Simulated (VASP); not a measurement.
# Tc (Im-3m) in VASP: further runs, part 2 of 2

VASP 6.6.1.

## (4) Single point, r2SCAN (14.39 Å³/atom)

This run uses another cell than the first one, of 14.39 Å³/atom.

File POSCAR:

```
Tc
1.0
   -1.5321677503      1.5321677503      1.5321677503
    1.5321677503     -1.5321677503      1.5321677503
    1.5321677503      1.5321677503     -1.5321677503
Tc
1
Direct
    0.0000000000      0.0000000000      0.0000000000
```

File INCAR.step1:

```
SYSTEM = Tc
ALGO = Normal
EDIFF = 1E-4
ENCUT = 520
GGA = PE
ISMEAR = 0
LASPH = .TRUE.
LCHARG = .FALSE.
LREAL = .FALSE.
LWAVE = .TRUE.
NBANDS = 12
NELM = 80
PREC = Accurate
SIGMA = 0.05
```

File INCAR.step2:

```
SYSTEM = Tc
ALGO = Normal
EDIFF = 1E-7
ENCUT = 520
ISIF = 2
ISMEAR = 0
ISTART = 1
LASPH = .TRUE.
LCHARG = .TRUE.
LELF = .TRUE.
LMIXTAU = .TRUE.
LREAL = .FALSE.
LVHAR = .TRUE.
LWAVE = .FALSE.
METAGGA = R2SCAN
NBANDS = 12
NELM = 80
PREC = Accurate
SIGMA = 0.05
```

File KPOINTS:

```
k-points
0
G
  20 20 20
  0 0 0
```

Potentials or basis: VASP PAW PBE potentials, release 64 (Tc_pv).

Command:

```sh
$ cat potpaw_PBE.64/Tc_pv/POTCAR > POTCAR
$ cp INCAR.step1 INCAR
$ mpirun -np 1 vasp_std > vasp.out
$ cp INCAR.step2 INCAR
$ mpirun -np 1 vasp_std > vasp.out
```

OUTCAR:

```text
SYSTEM = Tc
   EDIFF = 1E-7
   ENCUT = 520
   ISIF = 2
   ISMEAR = 0
   ISTART = 1
   LASPH = .TRUE.
   LREAL = .FALSE.
   METAGGA = R2SCAN
   NELM = 80
   PREC = Accurate

 ion  position               nearest neighbor table
   1  0.000  0.000  0.000-

  LATTYP: Found a body centered cubic cell.
 ALAT       =     3.0643355006

  Lattice vectors:

 A1 = (  -1.5321677503,   1.5321677503,   1.5321677503)
 A2 = (   1.5321677503,  -1.5321677503,   1.5321677503)
 A3 = (   1.5321677503,   1.5321677503,  -1.5321677503)

Analysis of symmetry for initial positions (statically):
=====================================================================
 Subroutine PRICEL returns:
 Original cell was already a primitive cell.

 Routine SETGRP: Setting up the symmetry group for a
 body centered cubic supercell.

 Subroutine GETGRP returns: Found 48 space group operations
 (whereof 48 operations were pure point group operations)
 out of a pool of 48 trial point group operations.

The static configuration has the point symmetry O_h .

Analysis of symmetry for dynamics (positions and initial velocities):
=====================================================================
 Subroutine PRICEL returns:
 Original cell was already a primitive cell.

 Routine SETGRP: Setting up the symmetry group for a
 body centered cubic supercell.

 Subroutine GETGRP returns: Found 48 space group operations
 (whereof 48 operations were pure point group operations)
 out of a pool of 48 trial point group operations.

The dynamic configuration has the point symmetry O_h .

 Subroutine INISYM returns: Found 48 space group operations
 (whereof 48 operations are pure point group operations),
 and found     1 'primitive' translations

----------------------------------------------------------------------------------------

                                     Primitive cell

  volume of cell :      14.3873

  direct lattice vectors                    reciprocal lattice vectors
    -1.532167750  1.532167750  1.532167750     0.000000000  0.326335024  0.326335024
     1.532167750 -1.532167750  1.532167750     0.326335024  0.000000000  0.326335024
     1.532167750  1.532167750 -1.532167750     0.326335024  0.326335024  0.000000000

  length of vectors
     2.653792389  2.653792389  2.653792389     0.461507417  0.461507417  0.461507417

  position of ions in fractional coordinates (direct lattice)
     0.000000000  0.000000000  0.000000000

  ion indices of the primitive-cell ions
   primitive index   ion index
                 1           1

----------------------------------------------------------------------------------------

 KPOINTS: k-points

Automatic generation of k-mesh.
 Grid dimensions read from file:
 generate k-points for:   20   20   20

 Generating k-lattice:

  Cartesian coordinates                     Fractional coordinates (reciprocal lattice)
     0.000000000  0.016316751  0.016316751     0.050000000  0.000000000  0.000000000
     0.016316751  0.000000000  0.016316751     0.000000000  0.050000000  0.000000000
     0.016316751  0.016316751  0.000000000     0.000000000  0.000000000  0.050000000

  Length of vectors
     0.023075371  0.023075371  0.023075371

  Shift w.r.t. Gamma in fractional coordinates (k-lattice)
     0.000000000  0.000000000  0.000000000

 Subroutine IBZKPT returns following result:
 ===========================================

 Found    256 irreducible k-points:

 Following reciprocal coordinates:
            Coordinates               Weight
  0.000000  0.000000  0.000000      1.000000
  0.050000  0.000000  0.000000     12.000000
  0.100000  0.000000  0.000000     12.000000
  0.150000  0.000000  0.000000     12.000000
  0.200000  0.000000  0.000000     12.000000
  0.250000  0.000000  0.000000     12.000000
[... 16 lines left out ...]
  0.200000  0.100000 -0.000000     48.000000
  0.250000  0.100000  0.000000     48.000000
 [... further k-points ...]
   k-points           NKPTS =    256   k-points in BZ     NKDIM =    256   number of bands    NBANDS=     12
   number of dos      NEDOS =    301   number of ions     NIONS =      1
   total plane-waves  NPLWV =   8000
   dimension x,y,z NGX =    20 NGY =   20 NGZ =   20
   dimension x,y,z NGXF=    40 NGYF=   40 NGZF=   40
   ions per type =               1
   NGX,Y,Z   is equivalent  to a cutoff of  12.53, 12.53, 12.53 a.u.
   NGXF,Y,Z  is equivalent  to a cutoff of  25.06, 25.06, 25.06 a.u.
 SYSTEM =  Tc
   PREC   = accura    normal or accurate (medium, high low for compatibility)
   ISTART =      1    job   : 0-new  1-cont  2-samecut
   ICHARG =      0    charge: 1-file 2-atom 10-const
   ISPIN  =      1    spin polarized calculation?
   LNONCOLLINEAR =      F non collinear calculations
   LSORBIT =      F    spin-orbit coupling
   LASPH  =      T    aspherical Exc in radial PAW
   ENCUT  =  520.0 eV  38.22 Ry    6.18 a.u.   4.93  4.93  4.93*2*pi/ulx,y,z
   NELM   =     80;   NELMIN=  2; NELMDL=  0     # of ELM steps
   EDIFF  = 0.1E-06   stopping-criterion for ELM
   LREAL  =      F    real-space projection
   EDIFFG = 0.1E-05   stopping-criterion for IOM
   NSW    =      0    number of steps for IOM
   IBRION =     -1    ionic relax: 0-MD 1-quasi-New 2-CG
   NFREE  =      0    steps in history (QN), initial steepest desc. (CG)
   ISIF   =      2    stress and relaxation
   ISYM   =      2    0-nonsym 1-usesym 2-fastsym
   POTIM  = 0.5000    time-step for ionic-motion
   TEBEG  =    0.0;   TEEND  =   0.0 temperature during run
   PSTRESS=    0.0 pullay stress
   NELECT =      13.0000    total number of electrons
   NUPDOWN=      -1.0000    fix difference up-down
   EMIN   =  10.00;   EMAX   =-10.00  energy-range for DOS
   EFERMI =   0.00;   METHOD = LEGACY
   ISMEAR =     0;   SIGMA  =   0.05  broadening in eV -4-tet -1-fermi 0-gaus
   EFERMI_NEDOS =   21; number of points for ismear=-14 and -15
   IALGO  =     38    algorithm
   IMIX   =      4    mixing-type and parameters
     AMIX     =   0.40;   BMIX     =  1.00
     AMIX_MAG =   1.60;   BMIX_MAG =  1.00
  volume/ion in A,a.u.               =      14.39        97.09
  Fermi-wavevector in a.u.,A,eV,Ry     =   1.582692  2.990853 34.081407  2.504913
  Thomas-Fermi vector in A             =   2.682576
   LORBIT       =      0    0 simple, 1 ext, 2 COOP (PROOUT), +10 PAW based schemes
   METAGGA = R2SCAN    functional components
   LHFCALC =     F    Hartree Fock is set to
   AEXX    =    0.0000 exact exchange contribution
   IVDW    =     0    specifies the selected vdW correction
   LEPSILON=     F    determine dielectric tensor
   LRPA    =     F    only Hartree local field effects (RPA)
 non-spin polarized calculation
 Gauss-broadening in eV      SIGMA  =   0.05
  energy-cutoff  :      520.00
  volume of cell :       14.39
 maximum number of plane-waves:       402
   NGX =  9   NGY =  9   NGZ =  9

 number of electron      13.0000005 magnetization

 Free energy of the ion-electron system (eV)
  ---------------------------------------------------
  ext. energy  EPLUGINS =         0.00000000
  ---------------------------------------------------
  free energy    TOTEN  =       -25.74956538 eV

  energy without entropy =      -25.74789779  energy(sigma->0) =      -25.74873158

 E-fermi :  13.1809     XC(G=0): -15.0964

 val. band max:       13.1801923425   @ k =  -0.3500   0.4000   0.3000
 cond. band min:      13.2094371393   @ k =  -0.3000   0.5000   0.0500
 fundamental gap:      0.0292447969
 Fermi energy:        13.1809277085

 k-point     1 :       0.0000    0.0000    0.0000
  band No.  band energies     occupation
      1     -26.9729      2.00000
      2     -26.9729      2.00000
      3     -26.9729      2.00000
      4       4.7529      2.00000
      5      10.5995      2.00000
      6      10.5995      2.00000
      7      10.5995      2.00000
      8      13.8328      0.00000
      9      13.8328      0.00000
     10      29.7060      0.00000
     11      29.7060      0.00000
     12      29.7060      0.00000

 k-point     2 :       0.0500    0.0000    0.0000
  band No.  band energies     occupation
      1     -27.0084      2.00000
      2     -26.9838      2.00000
      3     -26.9731      2.00000
      4       4.8724      2.00000
      5      10.5377      2.00000
      6      10.5926      2.00000
      7      10.7062      2.00000
      8      13.7439      0.00000
      9      13.8349      0.00000
     10      29.7847      0.00000
     11      29.8914      0.00000
     12      29.8990      0.00000
[... 316 lines left out ...]
 k-point    24 :       0.2500    0.1000    0.0000
  band No.  band energies     occupation
      1     -27.8957      2.00000
      2     -27.2756      2.00000
      3     -27.0255      2.00000
      4       7.3736      2.00000
      5       9.2227      2.00000
      6      10.5319      2.00000
      7      13.1692      1.26088
      8      14.2714      0.00000
      9      14.7077      0.00000
     10      28.6039      0.00000
     11      29.1842      0.00000
     12      34.3577      0.00000

 [... further k-points ...]
[... 5 lines left out ...]
  --------------------------------------------------------------------------------------
  -------------------------------------------------------------------------------------
  Total        0.0422973      0.0422973      0.0422973      0.0000000      0.0000000     -0.0000000
  in kB        4.7102492      4.7102492      4.7102492      0.0000000      0.0000000     -0.0000000
  external PRESSURE =       4.7102492 kB  Pullay stress =       0.0000000 kB

 VOLUME and BASIS-vectors are now :
 -----------------------------------------------------------------------------
  energy-cutoff  :      520.00
  volume of cell :       14.39
      direct lattice vectors                 reciprocal lattice vectors
    -1.532167750  1.532167750  1.532167750     0.000000000  0.326335024  0.326335024
     1.532167750 -1.532167750  1.532167750     0.326335024  0.000000000  0.326335024
     1.532167750  1.532167750 -1.532167750     0.326335024  0.326335024  0.000000000

 POSITION                                       TOTAL-FORCE (eV/Angst)
 -----------------------------------------------------------------------------------
      0.00000      0.00000      0.00000        -0.000000     -0.000000      0.000000
 -----------------------------------------------------------------------------------
    total drift:                                0.000000     -0.000000      0.000000

  FREE ENERGIE OF THE ION-ELECTRON SYSTEM (eV)
  ---------------------------------------------------
  free  energy   TOTEN  =       -25.7495653773 eV

  energy  without entropy=      -25.7478977906  energy(sigma->0) =      -25.74873158
```

Wall time 3.9 min (1 thread of Intel Xeon 8259CL, shared host); peak memory 0.16 GiB.

Results:

* Free energy: -25.7496 eV
* Pressure: 0.5 GPa
* Band gap on the k mesh: zero (an odd number of electrons rules out a gap without spin polarisation)

Levels at points of the mesh, in eV from the Fermi level:
```
           k point  band 4  band 5  band 6  band 7  band 8  band 9
(0.00, 0.00, 0.00)   -8.43   -2.58   -2.58   -2.58    0.65    0.65
(0.50, 0.00, 0.00)   -6.49   -4.63    0.62    1.14    1.24    3.48
(0.50, 0.50, 0.50)   -6.57   -6.57    2.75    2.75    2.75    9.51
```

Caveat: the PAW data sets were made with another functional, which shifts forces and pressure a little.

## (5) The runs side by side

| level | cell | k mesh | gap on the mesh (eV) | pressure (GPa) |
| --- | --- | --- | --- | --- |
| PBE | a = 2.668 Å, angles 109.5°, 1 atom | 10 × 10 × 10 | none | -0.6 |
| r2SCAN | a = 2.639 Å, angles 109.5°, 1 atom | 20 × 20 × 20 | none | 5.9 |
| r2SCAN | a = 2.654 Å, angles 109.5°, 1 atom | 20 × 20 × 20 | none | 0.5 |

Alike in all rows: task single point; potentials or basis VASP PAW PBE potentials, release 64 (Tc_pv); no spin polarisation; cutoff (eV) 520; smearing gaussian 0.05 eV.

Caveats: the PAW data sets were made with another functional, which shifts forces and pressure a little (at least some runs); the cell stands under pressure (at least some runs).

Absolute energies hang on the potentials; compare differences alone.
